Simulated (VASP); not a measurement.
Here is a VASP 6.6.1 calculation.

Contents of POSCAR:

```
ZnO
1.0
    0.0000000000      2.1650699456      2.1650699456
    2.1650699456      0.0000000000      2.1650699456
    2.1650699456      2.1650699456      0.0000000000
Zn O
1 1
Direct
    0.0000000000      0.0000000000      0.0000000000
    0.5000000000      0.5000000000      0.5000000000
```

Contents of INCAR.step1:

```
ALGO     = Normal         # electronic algorithm
EDIFF    = 1E-4           # SCF threshold, eV
ENCUT    = 600            # plane-wave cutoff, eV
GGA      = PE             # functional
ISMEAR   = -1             # smearing method
LASPH    = T              # aspherical terms in the spheres
LCHARG   = F              # write CHGCAR
LREAL    = F              # projectors in reciprocal space
LWAVE    = T              # write WAVECAR
NELM     = 60             # most SCF steps
PREC     = Accurate       # precision mode
SIGMA    = 0.02           # smearing width, eV
```

Contents of INCAR.step2:

```
ALGO     = Normal         # electronic algorithm
EDIFF    = 1E-7           # SCF threshold, eV
EDIFFG   = -0.005         # ionic threshold
ENCUT    = 600            # plane-wave cutoff, eV
IBRION   = 2              # ionic algorithm
ISIF     = 3              # what is computed and relaxed
ISMEAR   = -1             # smearing method
ISTART   = 1            
LASPH    = T              # aspherical terms in the spheres
LCHARG   = F              # write CHGCAR
LMIXTAU  = T            
LREAL    = F              # projectors in reciprocal space
LWAVE    = F              # write WAVECAR
METAGGA  = R2SCAN         # meta-GGA
NELM     = 60             # most SCF steps
NSW      = 80             # ionic steps
PREC     = Accurate       # precision mode
SIGMA    = 0.02           # smearing width, eV
```

KPOINTS

```
k-points
0
Gamma
  10 10 10
```

Potentials or basis: VASP PAW PBE potentials, release 64 (Zn, O).

Command:

```console
$ cat potpaw_PBE.64/Zn/POTCAR potpaw_PBE.64/O/POTCAR > POTCAR
$ cp INCAR.step1 INCAR
$ mpirun -np 1 vasp_std > vasp.out
$ cp INCAR.step2 INCAR
$ mpirun -np 1 vasp_std > vasp.out
```

(1) Predict the band gap on the k mesh.

(2) Predict the relaxed volume.

## Answers

(1) 1.52 eV, indirect (least direct gap 2.93 eV).

(2) 9.77 Å³/atom.

Caveat: the PAW data sets were made with another functional, which shifts forces and pressure a little.
